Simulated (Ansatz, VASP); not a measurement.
## One calculation of Ga3SbAs2, two programs

```
Ga Sb As
1.0
     4.17568    0.00000    0.00000
     0.00000   -8.35137    0.00000
    -2.08784    2.08784   -8.85569
Ga Sb As
6 2 4
Cartesian
  0.0000 -4.1757 -6.0424
  0.0000 0.0000 -6.0424
  2.0878 -6.2635 -2.8133
  2.0878 -2.0878 -2.8133
  0.0000 0.0000 0.0000
  0.0000 -4.1757 0.0000
  2.0878 -4.1757 -4.4278
  2.0878 0.0000 -4.4278
  0.0000 -6.2635 -1.4059
  0.0000 -2.0878 -1.4059
  0.0000 -6.2635 -7.4497
  0.0000 -2.0878 -7.4497
```

Alike in both runs: task single point; functional PBE; k mesh 6 × 4 × 6; occupations gaussian, width 0.2 eV; no spin polarisation.

|  | VASP | Ansatz |
| --- | --- | --- |
| version | VASP 6.6.1 | Ansatz 0.2.0 |
| potentials or method | VASP PAW PBE potentials, release 64 (Ga_d, Sb, As), cutoff 520 eV | scalar-relativistic, plane waves, PAW |
| valence electrons in the cell | 108 | 168 |

|  | VASP | Ansatz | Ansatz less VASP |
| --- | --- | --- | --- |
| gap on the k mesh at the Fermi level (eV) | none | none | - |
| pressure (GPa) | 0.2 | 0.0 | -0.13 |
| traceless stress, the component that is largest in VASP (GPa) | -0.08 | -0.08 | +0.002 |
| rms of the force components (eV/Å) | 0.002 | 0.003 | +0.0009 |

Atom by atom the forces differ by 0.001 eV/Å (rms over components). A gap of «none» marks a metal or a gap that the smearing closes. With one functional, cell and mesh, what is left measures potentials, basis and numerics. VASP's potentials hold 108 valence electrons a cell and Ansatz's 168, so a difference there can come from the potentials and not from the codes.

Neither program's run includes spin-orbit coupling.
